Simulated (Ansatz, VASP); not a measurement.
Two plane-wave programs on TlHS

File INCAR:

```
SYSTEM = TlHS
  ALGO = Normal
  EDIFF = 1E-6
  ENCUT = 1000
  GGA = PE
  GGA_COMPAT = .FALSE.
  ISIF = 2
  ISMEAR = 0
  LASPH = .TRUE.
  LCHARG = .FALSE.
  LREAL = .FALSE.
  LWAVE = .FALSE.
  NBANDS = 17
  NELM = 120
  NELMDL = -8
  PREC = Accurate
  SIGMA = 0.01
```

The input KPOINTS:

```
k-points
0
G
  1 1 1
  0 0 0
```

The input POSCAR:

```
TlHS
1.0
   10.3600000000      0.0000000000      0.0000000000
    0.0000000000      9.0000000000      0.0000000000
    0.0000000000      0.0000000000     11.7200000000
Tl S H
1 1 1
Direct
    0.4525000000      0.5000000000      0.3839590400
    0.4343629300      0.5000000000      0.6077628000
    0.5658957500      0.5000000000      0.6163003400
```

Input for Ansatz:

```yaml
crystal:
  lattice:
    - [10.36, 0.0, 0.0]
    - [0.0, 9.0, 0.0]
    - [0.0, 0.0, 11.72]
  atoms:
    - { symbol: Tl, position: [0.4525, 0.5, 0.38395904] }
    - { symbol: S, position: [0.43436293, 0.5, 0.6077628] }
    - { symbol: H, position: [0.56589575, 0.5, 0.61630034] }
basis:
  ecutwfc: 420
  ecutrho_ratio: 4
kpoints:
  mp_grid: { grid: [1, 1, 1] }
hamiltonian:
  xc: pbe
scf:
  occupations: { method: gaussian, width: 0.01 }
output:
  forces: true
  eigenvalues: true
  populations: true
```

Alike in both runs: task single point; functional PBE; k mesh 1 × 1 × 1; occupations gaussian, width 0.01 eV; no spin polarisation.

|  | VASP | Ansatz |
| --- | --- | --- |
| version | VASP 6.6.1 | Ansatz 0.2.0 |
| potentials or method | VASP PAW PBE potentials, release 64 (Tl_d, S, H_h), cutoff 1000 eV | scalar-relativistic, plane waves, PAW |
| valence electrons in the cell | 20 | 20 |

```tsv
	VASP	Ansatz	Ansatz less VASP
gap on the k mesh at the Fermi level (eV)	2.87	2.87	-0.003
rms of the force components (eV/Å)	0.165	0.130	-0.0348
```

Atom by atom the forces differ by 0.037 eV/Å (rms over components). The functional is the same, so the differences come from potentials, cutoffs and numerics.

Spin-orbit coupling is off throughout.
